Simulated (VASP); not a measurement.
Runs of VASP 6.6.1 on CoO. The structure is that of space group Fm-3m (No. 225), or close to it. The cells are those of the table. 

```csv
task,level,potentials or basis,spin,cell,cutoff (eV),second run,gap on the mesh (eV),pressure (GPa),moment (μB),relaxed volume (Å³/atom)
single point,PBE,"VASP PAW PBE potentials, release 64 (Co_sv, O)","collinear, ferromagnetic start","a = 3.014 Å, angles 60.0°, 2 atoms",600,valence_matched,none,-4.3,2.92,-
single point,PBE,"VASP PAW PBE potentials, release 64 (Co, O)","collinear, ferromagnetic start","a = 3.034 Å, angles 60.0°, 2 atoms",520,-,none,-5.5,2.94,-
single point,PBE,"VASP PAW PBE potentials, release 64 (Co_sv, O)","collinear, ferromagnetic start","a = 2.953 Å, angles 60.0°, 2 atoms",600,valence_matched,none,6.7,2.76,-
relaxation of cell and atoms,LDA,"VASP PAW LDA potentials, release 64 (Co, O)","collinear, ferromagnetic start","relaxed from a = 3.014 Å, angles 60.0°, 2 atoms",600,-,none,-0.1,1.89,8.36
relaxation of cell and atoms,PBEsol,"VASP PAW PBE potentials, release 64 (Co, O)","collinear, ferromagnetic start","relaxed from a = 3.014 Å, angles 60.0°, 2 atoms",600,-,none,0.0,2.75,9.03
relaxation of cell and atoms,RPBE,"VASP PAW PBE potentials, release 64 (Co, O)","collinear, ferromagnetic start","relaxed from a = 3.014 Å, angles 60.0°, 2 atoms",600,-,none,0.0,2.96,9.89
single point,PBE,"VASP PAW PBE potentials, release 64 (Co_sv, O)","collinear, ferromagnetic start","a = 2.994 Å, angles 60.0°, 2 atoms",600,valence_matched,none,-1.0,2.88,-
single point,PBE,"VASP PAW PBE potentials, release 64 (Co_sv, O)","collinear, ferromagnetic start","a = 3.074 Å, angles 60.0°, 2 atoms",600,valence_matched,none,-12.8,(a),-
relaxation of cell and atoms,revPBE,"VASP PAW PBE potentials, release 64 (Co, O)","collinear, ferromagnetic start","relaxed from a = 3.014 Å, angles 60.0°, 2 atoms",600,-,none,0.0,2.94,9.79
single point,LDA,"VASP PAW LDA potentials, release 64 (Co, O)","collinear, ferromagnetic start","a = 2.884 Å, angles 60.0°, 2 atoms",520,-,none,-1.9,(b),-
single point,PBE,"VASP PAW PBE potentials, release 64 (Co, O)","collinear, ferromagnetic start","a = 3.014 Å, angles 60.0°, 2 atoms",520,-,none,-2.4,2.90,-
single point,PBE,"VASP PAW PBE potentials, release 64 (Co, O)",off,"a = 3.014 Å, angles 60.0°, 2 atoms",520,-,none,-19.6,-,-
```

Alike in all rows: k mesh 11 × 11 × 11; smearing fermi-dirac 0.05 eV.

Q: Fill in the values left out.

A: (a) 2.99; (b) 2.04.

Caveats: semilocal functionals often make such compounds metallic where correlation or magnetic order opens a gap, which also shifts bond lengths; a cell with one magnetic atom can't hold antiferromagnetic order, which such compounds often take (some runs); the PAW data sets were made with another functional, which shifts forces and pressure a little (some runs); the volume moved by -14 % from the deposited cell, more than functionals usually miss (some runs); an odd number of electrons without spin polarisation forces a metal (some runs); a magnetic or distorted state may lie lower (some runs).

A gap of «none» marks levels without a gap at the run's occupations.

The runs don't all hold the same shells in valence.
